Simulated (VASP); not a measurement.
Here is a VASP 6.6.1 calculation.

Contents of INCAR:

```
PREC = Accurate
ENCUT = 600
EDIFF = 1E-6
ISMEAR = 0
SIGMA = 0.1
LREAL = F
LASPH = T
NELM = 60
ALGO = Normal
ISIF = 3
LWAVE = F
LCHARG = F
GGA = PE
IBRION = 2
NSW = 90
EDIFFG = -0.04
```

Contents of KPOINTS:

```
regular mesh
0
Gamma
  6 6 4
```

File POSCAR:

```
P3C2
1.0
    4.2342045700      0.0000000000      0.0000000000
   -2.1171022800      3.6669287200      0.0000000000
    0.0000000000      0.0000000000      5.1994497700
P C
3 2
Direct
    0.0000000000      0.0000000000      0.7454000100
    0.0000000000      0.0000000000      0.2545999900
    0.6666666700      0.3333333300      0.0000000000
    0.6666666700      0.3333333300      0.5000000000
    0.3333333300      0.6666666700      0.0000000000
```

Potentials or basis: VASP PAW PBE potentials, release 64 (P, C).

The run is started by

```sh
$ cat potpaw_PBE.64/P/POTCAR potpaw_PBE.64/C/POTCAR > POTCAR
$ mpirun -np 1 vasp_std > vasp.out
```

Q: Estimate the space group after relaxing (to 0.1 Å).

A: P-6m2 (No. 187).

Q: Predict the band gap on the k mesh.

A: Zero (an odd number of electrons rules out a gap without spin polarisation).

Q: What does it give for the relaxed cell?

A: a = 2.943 Å, b = 2.943 Å, c = 8.197 Å, α = 90.00°, β = 90.00°, γ = 120.00°.

Q: Estimate the relaxed volume.

A: 12.30 Å³/atom.

The path:
```
step  energy change (eV)  largest force (eV/Å)  pressure (GPa)  volume (Å³)
   1              0.0000                1.0345          -17.89        80.73
   2             -1.6342                1.1581           -3.78        61.45
   3             -1.6779                0.9844            0.82        58.68
   4             -1.7714                0.2699            1.81        58.53
   5             -1.7821                1.2796            3.71        58.32
   6             -1.7972                0.5330            2.80        58.42
   7             -1.8594                0.3760            1.62        58.96
   8             -2.0925                0.3930           -0.54        60.48
   9             -2.6057                0.4140           -2.87        62.98
  10             -4.2747                1.0062           -6.98        66.05
  11             -3.3015               10.1436           32.75        65.42
  12             -4.9381                6.1026            6.09        66.73
  13             -4.7109                7.4174           13.12        66.50
  14             -4.7295                7.2504           13.01        66.68
  15             -4.7699                6.7810           12.79        67.22
  16             -4.7896                6.1218           12.59        68.27
  17             -4.8233                6.0052           12.16        68.28
  18             -4.9192                5.6657           10.90        68.29
  19             -5.0888                5.0228            8.48        68.32
  20             -5.3459                3.8551            4.16        68.35
  21             -5.5819                1.8853           -2.71        68.31
  22             -5.5926                1.4574           -4.13        68.28
  23             -5.6345                1.2085           -3.86        67.98
  24             -5.7304                1.1262           -3.12        67.09
  25             -5.9370                1.4419           -0.98        65.29
  26             -5.9719                0.8481            7.44        61.61
  27             -6.0467                1.1630            2.16        63.49
  28             -6.0478                1.0737            3.03        63.15
  29             -6.0883                0.5776            0.58        63.67
  30             -6.1002                0.1505           -1.68        64.17
  31             -6.1146                0.1329           -1.44        63.76
  32             -6.1439                0.0750           -0.62        62.53
  33             -6.1319                0.0658            1.58        60.07
  34             -6.1511                0.0458            0.16        61.62
  35             -6.1511                0.0418            0.21        61.56
  36             -6.1511                0.0384            0.26        61.50
```

Caveat: the volume moved by over 15 % at a fixed basis, so the end points are rough; this functional lacks dispersion, which binds the layers, so the pressure and a relaxed spacing across them are unreliable.
